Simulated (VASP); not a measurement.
# Tc (Fd-3m) in VASP: further runs

The runs below take Tc through single point, with PBEsol.

All numbers are computed with VASP 6.6.1; they aren't measurements. Logs are shortened: lines on timing, memory, paths and dates and some standing lists are left out, and cuts for length are marked.

### 1 The cell of the first run

It takes space group Fd-3m (No. 227, cubic). The conventional cell has a = 5.082 Å, b = 5.082 Å, c = 5.082 Å, α = 90.00°, β = 90.00°, γ = 90.00°. Within 2.9 Å of Tc (site symmetry -43m) lie 4 Tc at 2.20 Å.

### 2 Single point, PBEsol

Input file INCAR:

```
SYSTEM = Tc
PREC = Accurate
ENCUT = 520
EDIFF = 1E-6
ISMEAR = -1
SIGMA = 0.05
LREAL = .FALSE.
LASPH = .TRUE.
NELM = 60
ALGO = Normal
ISIF = 2
LWAVE = .FALSE.
LCHARG = .TRUE.
GGA = PS
LELF = .TRUE.
LVHAR = .TRUE.
NBANDS = 20
```

Input file KPOINTS:

```
Automatic mesh
0
G
  7 7 7
  0 0 0
```

Input file POSCAR:

```
Tc
1.0
    0.0000000000      2.5412434211      2.5412434211
    2.5412434211      0.0000000000      2.5412434211
    2.5412434211      2.5412434211      0.0000000000
Tc
2
Direct
    0.0000000000      0.0000000000      0.0000000000
    0.2500000000      0.2500000000      0.2500000000
```

Potentials or basis: VASP PAW PBE potentials, release 64 (Tc_pv).

Run with:

```bash
$ cat potpaw_PBE.64/Tc_pv/POTCAR > POTCAR
$ mpirun -np 1 vasp_std > vasp.out
```

OUTCAR:

```text
SYSTEM = Tc
   PREC = Accurate
   ENCUT = 520
   EDIFF = 1E-6
   ISMEAR = -1
   LREAL = .FALSE.
   LASPH = .TRUE.
   NELM = 60
   ISIF = 2
   GGA = PS

 ion  position               nearest neighbor table
   1  0.000  0.000  0.000-   2 2.20   2 2.20   2 2.20   2 2.20
   2  0.250  0.250  0.250-   1 2.20   1 2.20   1 2.20   1 2.20

  LATTYP: Found a face centered cubic cell.
 ALAT       =     5.0824868422

  Lattice vectors:

 A1 = (   0.0000000000,   2.5412434211,   2.5412434211)
 A2 = (   2.5412434211,   0.0000000000,   2.5412434211)
 A3 = (   2.5412434211,   2.5412434211,   0.0000000000)

Analysis of symmetry for initial positions (statically):
[... 6 lines left out ...]

 Subroutine GETGRP returns: Found 48 space group operations
 (whereof 24 operations were pure point group operations)
 out of a pool of 48 trial point group operations.

The static configuration has the point symmetry T_d .
 The point group associated with its full space group is O_h .

Analysis of symmetry for dynamics (positions and initial velocities):
[... 6 lines left out ...]

 Subroutine GETGRP returns: Found 48 space group operations
 (whereof 24 operations were pure point group operations)
 out of a pool of 48 trial point group operations.

The dynamic configuration has the point symmetry T_d .
 The point group associated with its full space group is O_h .

 Subroutine INISYM returns: Found 48 space group operations
 (whereof 24 operations are pure point group operations),
 and found     1 'primitive' translations

----------------------------------------------------------------------------------------

                                     Primitive cell

  volume of cell :      32.8223

  direct lattice vectors                    reciprocal lattice vectors
     0.000000000  2.541243421  2.541243421    -0.196754076  0.196754076  0.196754076
     2.541243421  0.000000000  2.541243421     0.196754076 -0.196754076  0.196754076
     2.541243421  2.541243421  0.000000000     0.196754076  0.196754076 -0.196754076

  length of vectors
     3.593860911  3.593860911  3.593860911     0.340788055  0.340788055  0.340788055

  position of ions in fractional coordinates (direct lattice)
     0.000000000  0.000000000  0.000000000
     0.250000000  0.250000000  0.250000000

  ion indices of the primitive-cell ions
   primitive index   ion index
                 1           1
                 2           2

----------------------------------------------------------------------------------------

 KPOINTS: Automatic mesh

Automatic generation of k-mesh.
 Grid dimensions read from file:
 generate k-points for:    7    7    7

 Generating k-lattice:

  Cartesian coordinates                     Fractional coordinates (reciprocal lattice)
    -0.028107725  0.028107725  0.028107725     0.142857143  0.000000000  0.000000000
     0.028107725 -0.028107725  0.028107725     0.000000000  0.142857143  0.000000000
     0.028107725  0.028107725 -0.028107725     0.000000000  0.000000000  0.142857143

  Length of vectors
     0.048684008  0.048684008  0.048684008

  Shift w.r.t. Gamma in fractional coordinates (k-lattice)
     0.000000000  0.000000000  0.000000000

 Subroutine IBZKPT returns following result:
 ===========================================

 Found     20 irreducible k-points:

 Following reciprocal coordinates:
            Coordinates               Weight
  0.000000  0.000000  0.000000      1.000000
  0.142857  0.000000  0.000000      8.000000
  0.285714  0.000000  0.000000      8.000000
  0.428571  0.000000  0.000000      8.000000
  0.142857  0.142857  0.000000      6.000000
  0.285714  0.142857  0.000000     24.000000
[... 12 lines left out ...]
 -0.428571  0.428571  0.142857     24.000000
 -0.285714  0.428571  0.142857     24.000000
   k-points           NKPTS =     20   k-points in BZ     NKDIM =     20   number of bands    NBANDS=     20
   number of dos      NEDOS =    301   number of ions     NIONS =      2
   total plane-waves  NPLWV =  21952
   dimension x,y,z NGX =    28 NGY =   28 NGZ =   28
   dimension x,y,z NGXF=    56 NGYF=   56 NGZF=   56
   ions per type =               2
   NGX,Y,Z   is equivalent  to a cutoff of  12.95, 12.95, 12.95 a.u.
   NGXF,Y,Z  is equivalent  to a cutoff of  25.90, 25.90, 25.90 a.u.
 SYSTEM =  Tc
   PREC   = accura    normal or accurate (medium, high low for compatibility)
   ISTART =      0    job   : 0-new  1-cont  2-samecut
   ICHARG =      2    charge: 1-file 2-atom 10-const
   ISPIN  =      1    spin polarized calculation?
   LNONCOLLINEAR =      F non collinear calculations
   LSORBIT =      F    spin-orbit coupling
   LASPH  =      T    aspherical Exc in radial PAW
   ENCUT  =  520.0 eV  38.22 Ry    6.18 a.u.   6.68  6.68  6.68*2*pi/ulx,y,z
   NELM   =     60;   NELMIN=  2; NELMDL= -5     # of ELM steps
   EDIFF  = 0.1E-05   stopping-criterion for ELM
   LREAL  =      F    real-space projection
   EDIFFG = 0.1E-04   stopping-criterion for IOM
   NSW    =      0    number of steps for IOM
   IBRION =     -1    ionic relax: 0-MD 1-quasi-New 2-CG
   NFREE  =      0    steps in history (QN), initial steepest desc. (CG)
   ISIF   =      2    stress and relaxation
   ISYM   =      2    0-nonsym 1-usesym 2-fastsym
   POTIM  = 0.5000    time-step for ionic-motion
   TEBEG  =    0.0;   TEEND  =   0.0 temperature during run
   PSTRESS=    0.0 pullay stress
   NELECT =      26.0000    total number of electrons
   NUPDOWN=      -1.0000    fix difference up-down
   EMIN   =  10.00;   EMAX   =-10.00  energy-range for DOS
   EFERMI =   0.00;   METHOD = LEGACY
   ISMEAR =    -1;   SIGMA  =   0.05  broadening in eV -4-tet -1-fermi 0-gaus
   EFERMI_NEDOS =   21; number of points for ismear=-14 and -15
   IALGO  =     38    algorithm
   IMIX   =      4    mixing-type and parameters
     AMIX     =   0.40;   BMIX     =  1.00
     AMIX_MAG =   1.60;   BMIX_MAG =  1.00
  volume/ion in A,a.u.               =      16.41       110.75
  Fermi-wavevector in a.u.,A,eV,Ry     =   1.514757  2.862476 31.218422  2.294489
  Thomas-Fermi vector in A             =   2.624372
   LORBIT       =      0    0 simple, 1 ext, 2 COOP (PROOUT), +10 PAW based schemes
   GGA     = PS    functional components
   LHFCALC =     F    Hartree Fock is set to
   AEXX    =    0.0000 exact exchange contribution
   IVDW    =     0    specifies the selected vdW correction
   LEPSILON=     F    determine dielectric tensor
   LRPA    =     F    only Hartree local field effects (RPA)
 non-spin polarized calculation
  energy-cutoff  :      520.00
  volume of cell :       32.82
 maximum number of plane-waves:       905
   NGX = 13   NGY = 13   NGZ = 13

 number of electron      25.9999996 magnetization

 Free energy of the ion-electron system (eV)
  ---------------------------------------------------
  ext. energy  EPLUGINS =         0.00000000
  ---------------------------------------------------
  free energy    TOTEN  =       -18.06255838 eV

  energy without entropy =      -18.04600700  energy(sigma->0) =      -18.05428269

 E-fermi :  10.4863     XC(G=0): -12.6925

 val. band max:       10.4204039527   @ k =  -0.4286   0.2857   0.0000
 cond. band min:      10.5027126632   @ k =   0.4286   0.4286   0.0000
 fundamental gap:      0.0823087105
 Fermi energy:        10.4863364079

 k-point     1 :       0.0000    0.0000    0.0000
  band No.  band energies     occupation
      1     -29.1923      2.00000
      2     -29.1923      2.00000
      3     -29.1923      2.00000
      4     -27.2492      2.00000
      5     -27.2492      2.00000
      6     -27.2492      2.00000
[... 12 lines left out ...]
     19      23.9672      0.00000
     20      23.9672      0.00000

 k-point     2 :       0.1429    0.0000    0.0000
  band No.  band energies     occupation
      1     -29.2421      2.00000
      2     -29.2421      2.00000
      3     -29.1943      2.00000
      4     -27.2431      2.00000
      5     -27.1921      2.00000
      6     -27.1921      2.00000
[... 12 lines left out ...]
     19      24.1906      0.00000
     20      24.1906      0.00000

 k-point     3 :       0.2857    0.0000    0.0000
  band No.  band energies     occupation
      1     -29.3448      2.00000
      2     -29.3448      2.00000
      3     -29.2039      2.00000
      4     -27.2225      2.00000
      5     -27.0728      2.00000
      6     -27.0728      2.00000
[... 12 lines left out ...]
     19      21.7222      0.00000
     20      24.6147      0.00000

 k-point     4 :       0.4286    0.0000    0.0000
  band No.  band energies     occupation
      1     -29.4200      2.00000
      2     -29.4200      2.00000
      3     -29.2164      2.00000
      4     -27.1994      2.00000
      5     -26.9844      2.00000
      6     -26.9844      2.00000
[... 12 lines left out ...]
     19      21.4752      0.00000
     20      24.2495      0.00000

 k-point     5 :       0.1429    0.1429    0.0000
  band No.  band energies     occupation
      1     -29.3009      2.00000
      2     -29.3009      2.00000
      3     -29.0954      2.00000
      4     -27.3516      2.00000
      5     -27.1252      2.00000
      6     -27.1252      2.00000
[... 12 lines left out ...]
     19      23.7585      0.00000
     20      23.7585      0.00000

 k-point     6 :       0.2857    0.1429    0.0000
  band No.  band energies     occupation
      1     -29.4170      2.00000
      2     -29.4047      2.00000
      3     -29.0180      2.00000
      4     -27.4231      2.00000
      5     -27.0045      2.00000
      6     -26.9960      2.00000
[... 12 lines left out ...]
     19      21.7383      0.00000
     20      22.7509      0.00000

 k-point     7 :       0.4286    0.1429    0.0000
  band No.  band energies     occupation
      1     -29.5400      2.00000
      2     -29.4738      2.00000
      3     -28.9721      2.00000
      4     -27.4496      2.00000
      5     -26.9222      2.00000
      6     -26.8658      2.00000
[... 12 lines left out ...]
     19      21.5636      0.00000
     20      22.1487      0.00000
[... 185 lines left out ...]
 k-point    16 :      -0.4286    0.4286    0.0000
  band No.  band energies     occupation
      1     -29.6996      2.00000
      2     -29.6476      2.00000
      3     -28.3194      2.00000
      4     -28.1283      2.00000
      5     -26.7157      2.00000
      6     -26.6723      2.00000
[... 12 lines left out ...]
     19      16.1545      0.00000
     20      17.6077      0.00000

 k-point    17 :       0.4286    0.2857    0.1429
  band No.  band energies     occupation
      1     -29.5779      2.00000
      2     -29.4684      2.00000
      3     -28.8631      2.00000
      4     -27.5686      2.00000
      5     -26.9290      2.00000
      6     -26.8220      2.00000
[... 12 lines left out ...]
     19      19.8028      0.00000
     20      21.2395      0.00000

 k-point    18 :      -0.4286    0.2857    0.1429
  band No.  band energies     occupation
      1     -29.6737      2.00000
      2     -29.5373      2.00000
      3     -28.7255      2.00000
      4     -27.6889      2.00000
      5     -26.8512      2.00000
      6     -26.7242      2.00000
[... 12 lines left out ...]
     19      19.2966      0.00000
     20      20.1831      0.00000

 k-point    19 :      -0.4286    0.4286    0.1429
  band No.  band energies     occupation
      1     -29.6811      2.00000
      2     -29.6400      2.00000
      3     -28.4479      2.00000
      4     -27.9857      2.00000
      5     -26.7359      2.00000
      6     -26.6978      2.00000
[... 12 lines left out ...]
     19      17.0505      0.00000
     20      17.4925      0.00000

 k-point    20 :      -0.2857    0.4286    0.1429
  band No.  band energies     occupation
      1     -29.7170      2.00000
      2     -29.6243      2.00000
      3     -28.4289      2.00000
      4     -27.9862      2.00000
      5     -26.7560      2.00000
      6     -26.6726      2.00000
[... 12 lines left out ...]
     19      16.4294      0.00000
     20      18.0386      0.00000

------------------------ aborting loop because EDIFF is reached ----------------------------------------

  FORCE on cell =-STRESS in cart. coord.  units (eV):
  Direction    XX          YY          ZZ          XY          YZ          ZX
  --------------------------------------------------------------------------------------
  -------------------------------------------------------------------------------------
  Total       12.1861786     12.1861786     12.1861786     -0.0000000      0.0000000     -0.0000000
  in kB      594.8525446    594.8525446    594.8525446     -0.0000000      0.0000000     -0.0000000
  external PRESSURE =     594.8525446 kB  Pullay stress =       0.0000000 kB

 VOLUME and BASIS-vectors are now :
 -----------------------------------------------------------------------------
  energy-cutoff  :      520.00
  volume of cell :       32.82
      direct lattice vectors                 reciprocal lattice vectors
     0.000000000  2.541243421  2.541243421    -0.196754076  0.196754076  0.196754076
     2.541243421  0.000000000  2.541243421     0.196754076 -0.196754076  0.196754076
     2.541243421  2.541243421  0.000000000     0.196754076  0.196754076 -0.196754076

 POSITION                                       TOTAL-FORCE (eV/Angst)
 -----------------------------------------------------------------------------------
      0.00000      0.00000      0.00000         0.000000      0.000000      0.000000
      1.27062      1.27062      1.27062        -0.000000     -0.000000     -0.000000
 -----------------------------------------------------------------------------------
    total drift:                                0.000000      0.000000      0.000000

  FREE ENERGIE OF THE ION-ELECTRON SYSTEM (eV)
  ---------------------------------------------------
  free  energy   TOTEN  =       -18.0625583754 eV

  energy  without entropy=      -18.0460070019  energy(sigma->0) =      -18.05428269
```

It took 16 s on 1 thread of Intel Xeon 6975P-C, shared host; peak memory 0.15 GiB.

Results:

```
Free energy            : -18.0626 eV
Pressure               : 59.5 GPa
Band gap on the k mesh : zero (band 13 reaches 11.15 eV, above the bottom of band 14 at 10.35 eV)
```

Caveat: the PAW data sets were made with another functional, which shifts forces and pressure a little.

### 3 Single point, PBEsol

This run uses another cell than the first one, of 17.37 Å³/atom, 1.058 times its volume.

Input file INCAR:

```
PREC = Accurate
ENCUT = 520
EDIFF = 1E-6
ISMEAR = -1
SIGMA = 0.05
LREAL = False
LASPH = True
NELM = 80
ALGO = Normal
ISIF = 2
LWAVE = False
LCHARG = True
GGA = PS
LELF = True
LVHAR = True
NBANDS = 20
```

Input file KPOINTS:

```
Automatic mesh
0
Gamma
  7 7 7
```

Input file POSCAR:

```
Tc
1.0
    0.0000000000      2.5895955035      2.5895955035
    2.5895955035      0.0000000000      2.5895955035
    2.5895955035      2.5895955035      0.0000000000
Tc
2
Direct
    0.0000000000      0.0000000000      0.0000000000
    0.2500000000      0.2500000000      0.2500000000
```

Potentials or basis: VASP PAW PBE potentials, release 64 (Tc_pv).

Run with:

```bash
$ cat potpaw_PBE.64/Tc_pv/POTCAR > POTCAR
$ mpirun -np 1 vasp_std > vasp.out
```

Wall time 14 s (1 thread of Intel Xeon 6975P-C, shared host); peak memory 0.16 GiB.

Results (log left out):

- Free energy: -18.6506 eV
- Pressure: 39.5 GPa
- Band gap on the k mesh: zero (band 13 reaches 10.24 eV, above the bottom of band 14 at 9.35 eV)

Levels at points of the mesh, in eV from the Fermi level:
| k point | band 10 | band 11 | band 12 | band 13 | band 14 | band 15 | band 16 | band 17 |
| --- | --- | --- | --- | --- | --- | --- | --- | --- |
| (0.00, 0.00, 0.00) | -2.71 | -2.71 | -2.71 | 0.64 | 0.64 | 0.64 | 4.19 | 4.19 |

Caveat: the PAW data sets were made with another functional, which shifts forces and pressure a little.
